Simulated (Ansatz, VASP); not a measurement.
## Two plane-wave programs on Au

```
CELL_PARAMETERS angstrom
-3.24215 -3.24215 3.24215
-3.24215 3.24215 -3.24215
3.24215 -3.24215 -3.24215
ATOMIC_POSITIONS crystal
Au 0.59253 0.59253 0.50000
Au 0.00000 0.50000 0.50000
Au 0.50000 0.00000 0.50000
Au 0.00000 0.00000 0.50000
Au 0.50000 0.50000 0.00000
Au 0.00000 0.50000 0.00000
Au 0.50000 0.00000 0.00000
Au 0.00000 0.00000 0.00000
```

Alike in both runs: task single point; functional PBEsol; k mesh 14 × 14 × 14; occupations gaussian, width 0.15 eV; no spin polarisation.

```csv
,VASP,Ansatz
version,VASP 6.6.1,Ansatz 0.2.0
potentials or method,"VASP PAW PBE potentials, release 64 (Au), cutoff 520 eV","scalar-relativistic, plane waves, PAW"
valence electrons in the cell,88,152
```

```tsv
	VASP	Ansatz	Ansatz less VASP
gap on the k mesh at the Fermi level (eV)	none	none	-
pressure (GPa)	8.2	8.4	+0.28
traceless stress, the component that is largest in VASP (GPa)	-2.32	-2.33	-0.009
rms of the force components (eV/Å)	1.528	1.532	+0.0048
```

VASP's potentials were made for PBE, not for PBEsol. Atom by atom the forces differ by 0.005 eV/Å (rms over components). A gap of «none» marks a metal or a gap that the smearing closes. VASP's potentials hold 88 valence electrons a cell and Ansatz's 152, so a difference there can come from the potentials and not from the codes.

Neither program's run includes spin-orbit coupling.
